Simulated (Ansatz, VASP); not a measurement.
# One calculation of Ga, two programs

The input INCAR:

```
SYSTEM = Ga
PREC = Accurate
ENCUT = 520
EDIFF = 1E-6
ISMEAR = -1
SIGMA = 0.1
LREAL = .False.
LASPH = .True.
NELM = 150
ALGO = Normal
ISIF = 2
LWAVE = .False.
LCHARG = .True.
MAGMOM = 0 0 0
LORBIT = 11
LSORBIT = .True.
GGA_COMPAT = .False.
LORBMOM = .True.
GGA = PE
LVHAR = .True.
NBANDS = 24
```

Contents of KPOINTS:

```
Automatic mesh
0
Gamma
  13 13 13
  0 0 0
```

The input POSCAR:

```
Ga
1.0
    0.0000000000      2.1170716256      2.1170716256
    2.1170716256      0.0000000000      2.1170716256
    2.1170716256      2.1170716256      0.0000000000
Ga
1
Direct
    0.0000000000      0.0000000000      0.0000000000
```

Input for Ansatz:

```yaml
crystal:
  lattice:
    - [0.0, 2.1170716256, 2.1170716256]
    - [2.1170716256, 0.0, 2.1170716256]
    - [2.1170716256, 2.1170716256, 0.0]
  atoms:
    - { symbol: Ga, position: [0.0, 0.0, 0.0] }
hamiltonian:
  xc: pbe
  pseudopotentials:
    kind: paw_fr
    azcp:
      Ga: "pseudopotentials/Ga.paw.azcp"
basis:
  ecutwfc: 420
  fft_grid_basis: typed
kpoints:
  mp_grid: { grid: [13, 13, 13], shift: [0, 0, 0] }
magnetization:
  noncollinear: true
  spin_orbit: true
scf:
  occupations: { method: fermi_dirac, width: 0.1 }
```

Alike in both runs: task single point; functional PBE; k mesh 13 × 13 × 13; occupations fermi-dirac, width 0.1 eV; non-collinear spin, spin-orbit coupling.

|  | VASP | Ansatz |
| --- | --- | --- |
| version | VASP 6.6.1 | Ansatz 0.2.0 |
| potentials or method | VASP PAW PBE potentials, release 64 (Ga_d), cutoff 520 eV | plane waves (420 eV) with PAW, fully relativistic with spin-orbit coupling |
| valence electrons in the cell | 13 | 13 |

|  | VASP | Ansatz | Ansatz less VASP |
| --- | --- | --- | --- |
| net moment per atom (μB) | 0.00 | 0.00 | 0.000 |
